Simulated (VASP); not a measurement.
# Ti6O13 (a cell with a defect) in VASP: a series of runs, part 2 of 2

VASP 6.6.1.

**3. Single point, PBE, collinear spin, zero start**

INCAR

```
SYSTEM = Ti6O13
PREC = Accurate
ENCUT = 520
EDIFF = 1E-6
ISMEAR = 0
SIGMA = 0.05
LREAL = Auto
LASPH = .TRUE.
NELM = 150
ALGO = Normal
ISIF = 2
LWAVE = .FALSE.
LCHARG = .FALSE.
ISPIN = 2
MAGMOM = 0 0 0 0 0 0 0 0 0 0 0 0 0 0 0 0 0 0 0
LORBIT = 11
LMAXMIX = 4
GGA = PE
NBANDS = 94
```

KPOINTS

```
Automatic mesh
0
G
  3 3 2
  0 0 0
```

POSCAR

```
Ti6O13
1.0
   -2.9684730000     -4.7076070000      0.0000000000
    2.9680560000     -4.7076070000      0.0000000000
    1.4835700000      0.2423530000      7.0834650000
Ti O
6 13
Direct
    0.8757436386      0.5961136175      0.6750175232
    0.1188565968      0.4379240326      0.3328879298
    0.4803543829      0.5020453124     -0.0036901432
    0.4151808068      0.0946860422      0.6996148072
    0.5940683298      0.9006058239      0.2856928071
    1.0053653407      0.0233114895      0.0017175210
    0.7926030866      0.3799016544      0.8664036598
    0.0486545621      0.2724619372      0.5518738358
    0.7251452598      0.5844467772      0.1963030805
    0.2706158329      0.4033652536      0.8315105672
    0.9387940526      0.7613033442      0.4487437998
    0.1918813513      0.6438344123      0.1342437635
    0.3162882297      0.8820833307      0.8763842272
    0.5223869762      0.7856051148      0.5529443570
    0.2011728302      0.1190535338      0.1961266132
    0.7992229203      0.8993084935      0.8092302284
    0.5148591182      0.1874131974      0.4622475018
    0.6854104514      0.1225119589      0.1249796533
    0.4214639289      0.4514485068      0.5003969103
```

Potentials or basis: VASP PAW PBE potentials, release 64 (Ti_sv, O).

Launch:

```sh
$ cat potpaw_PBE.64/Ti_sv/POTCAR potpaw_PBE.64/O/POTCAR > POTCAR
$ mpirun -np 1 vasp_std > vasp.out
```

OUTCAR:

```text
SYSTEM = Ti6O13
   PREC = Accurate
   ENCUT = 520
   EDIFF = 1E-6
   ISMEAR = 0
   LREAL = Auto
   LASPH = .TRUE.
   NELM = 150
   ISIF = 2
   ISPIN = 2
   LORBIT = 11
   GGA = PE

 ion  position               nearest neighbor table
   1  0.876  0.596  0.675-  14 1.83  16 1.93  11 1.96   8 1.99   7 1.99  10 2.09   4 2.89
   2  0.119  0.438  0.333-   8 1.94  12 1.96  11 1.97  19 1.97  15 2.01   9 2.04  17 2.06   5 2.89

   3  0.480  0.502  0.996-  10 1.83  12 1.92  13 1.97   7 1.98  18 1.99   9 2.07
   4  0.415  0.095  0.700-  16 1.94   8 1.94  10 1.95  13 1.96  17 1.97  14 2.01  19 2.37   1 2.89

   5  0.594  0.901  0.286-   9 1.80  18 1.90  11 1.90  15 1.97  17 2.06  14 2.13   2 2.89
   6  0.005  0.023  0.002-   7 1.91  15 1.91  13 1.95  18 1.99  12 1.99  16 2.03
   7  0.793  0.380  0.866-   6 1.91   3 1.98   1 1.99
   8  0.049  0.272  0.552-   2 1.94   4 1.94   1 1.99
   9  0.725  0.584  0.196-   5 1.80   2 2.04   3 2.07
  10  0.271  0.403  0.832-   3 1.83   4 1.95   1 2.09
  11  0.939  0.761  0.449-   5 1.90   1 1.96   2 1.97
  12  0.192  0.644  0.134-   3 1.92   2 1.96   6 1.99
  13  0.316  0.882  0.876-   6 1.95   4 1.96   3 1.97
  14  0.522  0.786  0.553-   1 1.83   4 2.01   5 2.13
  15  0.201  0.119  0.196-   6 1.91   5 1.97   2 2.01
[... 2054 lines left out ...]
  energy-cutoff  :      520.00
  volume of cell :      197.96
      direct lattice vectors                 reciprocal lattice vectors
    -2.968473000 -4.707607000  0.000000000    -0.168448600 -0.106203614  0.038913731
     2.968056000 -4.707607000  0.000000000     0.168448600 -0.106218536 -0.031645940
     1.483570000  0.242353000  7.083465000     0.000000000  0.000000000  0.141173846

 POSITION                                       TOTAL-FORCE (eV/Angst)
 -----------------------------------------------------------------------------------
      0.17111     -6.76533      4.78146        -0.092864     -0.057850      0.109888
      1.44082     -2.54043      2.35800        -0.012959      0.007510     -0.139646
      1.54227     -4.38329      7.05733        -0.067146     -0.048795      0.043659
      0.08651     -2.23070      4.95570        -0.021302      0.180060      0.032016
      1.33342     -6.96710      2.02369         0.100970      0.081535      0.135856
      0.05581     -0.13458      0.01217         0.037381      0.123998     -0.006550
[... 11 lines left out ...]
     -1.48558     -3.77309      0.88529        -0.025508     -0.044929     -0.018147
      0.83119     -3.98806      3.54454         0.393332     -0.177310      0.000246
 -----------------------------------------------------------------------------------
    total drift:                                0.013976      0.008753      0.008206

  FREE ENERGIE OF THE ION-ELECTRON SYSTEM (eV)
  ---------------------------------------------------
  free  energy   TOTEN  =      -163.0258888086 eV

  energy  without entropy=     -163.0258888086  energy(sigma->0) =     -163.02588881

 total charge

# of ion       s       p       d       tot
------------------------------------------
    1        2.225   6.296   1.800  10.321
    2        2.210   6.287   1.818  10.315
    3        2.228   6.306   1.761  10.295
    4        2.215   6.290   1.787  10.293
    5        2.233   6.295   1.851  10.378
    6        2.223   6.297   1.721  10.241
[... 11 lines left out ...]
   18        1.571   3.507   0.000   5.079
   19        1.626   3.306   0.000   4.931
--------------------------------------------------
tot         33.887  83.009  10.738 127.635

 magnetization (x)

# of ion       s       p       d       tot
------------------------------------------
    1       -0.000  -0.000  -0.000  -0.000
    2        0.000  -0.000  -0.000  -0.000
    3        0.000   0.000   0.000   0.000
    4        0.000   0.000   0.000   0.000
    5       -0.000  -0.000   0.000  -0.000
    6       -0.000   0.000   0.000   0.000
[... 11 lines left out ...]
   18        0.000  -0.000   0.000  -0.000
   19        0.000   0.000   0.000   0.000
--------------------------------------------------
tot          0.000   0.000  -0.000   0.000
```

Run time: 16 min. Hardware: 1 thread of Intel Xeon Platinum 8488C (Sapphire Rapids), shared host; peak memory 0.49 GiB.

What came out:

| Item | Value |
| --- | --- |
| Free energy | -163.0259 eV |
| Pressure | 10.9 GPa |
| Largest force | 0.431 eV/Å |
| Band gap on the k mesh | 1.76 eV |
| Net moment | 0.00 μB per cell |
| Valence electrons inside the program's atomic spheres | Ti 10.32, 10.31, 10.29, 10.38, 10.24 (each value once); O 5.08, 5.06, 5.09, 5.07, 5.05, 4.93 (each value once) |

Forces on the atoms (eV/Å):
```
Ti  -0.093 -0.058  0.110
Ti  -0.013  0.008 -0.140
Ti  -0.067 -0.049  0.044
Ti  -0.021  0.180  0.032
Ti   0.101  0.082  0.136
Ti   0.037  0.124 -0.007
O    0.001 -0.073 -0.028
O   -0.005  0.058  0.015
O   -0.031  0.007 -0.028
O    0.053  0.020 -0.014
O    0.005 -0.077  0.032
O   -0.010  0.026  0.061
O   -0.010 -0.057 -0.025
O    0.075  0.018 -0.092
O   -0.037 -0.040  0.032
O   -0.031 -0.062  0.051
O   -0.322  0.116 -0.164
O   -0.026 -0.045 -0.018
O    0.393 -0.177  0.000
```

Stress tensor (GPa, compression positive):
```
13.31 -3.04  2.48
-3.04  9.96 -1.65
 2.48 -1.65  9.36
```

Levels at points of the mesh, in eV from the valence-band top:
Spin up:
```csv
k point,band 72,band 73,band 74,band 75,band 76,band 77,band 78,band 79
"(0.00, 0.00, 0.00)",-1.05,-0.75,-0.69,-0.44,1.76,1.97,2.06,2.21
"(0.00, 0.00, 0.50)",-1.03,-0.80,-0.66,-0.49,1.79,1.91,1.96,2.35
```
Spin down:
```tsv
k point	band 72	band 73	band 74	band 75	band 76	band 77	band 78	band 79
(0.00, 0.00, 0.00)	-1.05	-0.75	-0.69	-0.44	1.76	1.97	2.06	2.21
(0.00, 0.00, 0.50)	-1.03	-0.80	-0.66	-0.49	1.79	1.91	1.96	2.35
```

Caveat: the k points lie up to 0.44 Å⁻¹ apart.

**4. Single point, PBE, collinear spin, zero start**

INCAR

```
PREC     = Accurate       # precision mode
ENCUT    = 520            # plane-wave cutoff, eV
EDIFF    = 1E-6           # SCF threshold, eV
ISMEAR   = 0              # smearing method
SIGMA    = 0.05           # smearing width, eV
LREAL    = Auto         
LASPH    = True           # aspherical terms in the spheres
NELM     = 150            # most SCF steps
ALGO     = Normal         # electronic algorithm
ISIF     = 2              # what is computed and relaxed
LWAVE    = False          # write WAVECAR
LCHARG   = False          # write CHGCAR
ISPIN    = 2              # spin polarisation
MAGMOM   = 0 0 0 0 0 0 0 0 0 0 0 0 0 0 0 0 0 0 0 # initial moments
LORBIT   = 11             # projections on sites
LMAXMIX  = 4              # l up to which the mixer works
GGA      = PE             # functional
NBANDS   = 94             # bands
```

KPOINTS

```
regular mesh
0
Gamma
  3 3 2
```

POSCAR

```
Ti6O13
1.0
   -2.9684730000     -4.7076070000      0.0000000000
    2.9680560000     -4.7076070000      0.0000000000
    1.4835700000      0.2423530000      7.0834650000
Ti O
6 13
Direct
    0.8636564290      0.5876798068      0.6670337187
    0.1178830503      0.4373645754      0.3399240344
    0.5021209297      0.5169822239      0.0157338252
    0.4263911095      0.0859331376      0.6803225540
    0.5776902542      0.9272862644      0.2836275749
    1.0039688160      0.0178962161     -0.0039901376
    0.8074651930      0.3808579820      0.8718872755
    0.0379986163      0.2672583789      0.5493761881
    0.7265005368      0.5793567316      0.1996501712
    0.2765065907      0.4303800115      0.8060734400
    0.9400454292      0.7574670136      0.4433386768
    0.1952910061      0.6343808212      0.1313616994
    0.3201219505      0.8852628647      0.8803356832
    0.5164092052      0.7787553911      0.5418869155
    0.1879315936      0.1169828354      0.1943994923
    0.7995503126      0.8927521967      0.8015132425
    0.4976562387      0.2080872221      0.4245701786
    0.6764905505      0.1236100095      0.1107062716
    0.3932881339      0.4342267638      0.6315124025
```

Launch:

```sh
$ cat potpaw_PBE.64/Ti_sv/POTCAR potpaw_PBE.64/O/POTCAR > POTCAR
$ mpirun -np 1 vasp_std > vasp.out
```

Run time: 13 min. Hardware: 1 thread of Intel Xeon Platinum 8488C (Sapphire Rapids), shared host; peak memory 0.5 GiB.

It converged, with:

```
Free energy                                           : -162.8879 eV
Pressure                                              : 11.5 GPa
Largest force                                         : 1.644 eV/Å
Band gap on the k mesh                                : 2.31 eV
Net moment                                            : 0.00 μB per cell
Valence electrons inside the program's atomic spheres : Ti 10.36, 10.29, 10.30, 10.37, 10.25 (each value once); O 5.08, 5.06, 5.09, 4.99, 5.07, 4.91 (each value once)
```

Forces in eV/Å, atoms in the order of the input:
```
Ti  -0.124  0.053 -0.014
Ti  -0.076  0.019 -0.108
Ti  -0.061 -0.294  0.175
Ti  -0.196  0.110 -0.250
Ti   0.146 -0.116  0.022
Ti  -0.065  0.088 -0.157
O   -0.099 -0.170  0.002
O   -0.035  0.167 -0.047
O   -0.014 -0.009 -0.014
O    0.092 -0.077 -0.034
O   -0.038 -0.056 -0.091
O   -0.066  0.074 -0.033
O   -0.021 -0.087 -0.034
O   -0.009  0.114 -0.218
O    0.056  0.082 -0.009
O   -0.098 -0.013 -0.102
O    0.166 -0.178 -0.457
O   -0.008  0.022 -0.188
O    0.451  0.272  1.557
```

Stress tensor (GPa, compression positive):
```
13.57 -1.25  1.60
-1.25  9.76 -2.50
 1.60 -2.50 11.17
```

Levels at points of the mesh, in eV from the valence-band top:
Spin up:
| k point | band 73 | band 74 | band 75 | band 76 | band 77 | band 78 |
| --- | --- | --- | --- | --- | --- | --- |
| (0.00, 0.00, 0.00) | -0.51 | -0.22 | -0.05 | 2.31 | 2.55 | 2.61 |
| (0.00, 0.00, 0.50) | -0.52 | -0.30 | 0.00 | 2.40 | 2.53 | 2.63 |
Spin down:
```tsv
k point	band 73	band 74	band 75	band 76	band 77	band 78
(0.00, 0.00, 0.00)	-0.51	-0.22	-0.05	2.31	2.55	2.61
(0.00, 0.00, 0.50)	-0.52	-0.30	0.00	2.40	2.53	2.63
```

Caveat: the k points lie up to 0.44 Å⁻¹ apart.

**5. Overview**

| cell | gap on the mesh (eV) | pressure (GPa) | moment (μB) | largest force (eV/Å) |
| --- | --- | --- | --- | --- |
| as given, atomic positions A | 2.10 | 8.9 | 0.00 | 0.12 |
| as given, atomic positions B | 1.76 | 10.9 | 0.00 | 0.43 |
| as given, atomic positions C | 2.31 | 11.5 | 0.00 | 1.64 |

Alike in all rows: task single point; level PBE; potentials or basis VASP PAW PBE potentials, release 64 (Ti_sv, O); spin collinear, zero start; k mesh 3 × 3 × 2; cutoff (eV) 520; smearing gaussian 0.05 eV.

Caveats: all runs use coarse meshes.

Total energies depend on the potentials used, so only differences within one code and one set of settings carry meaning.
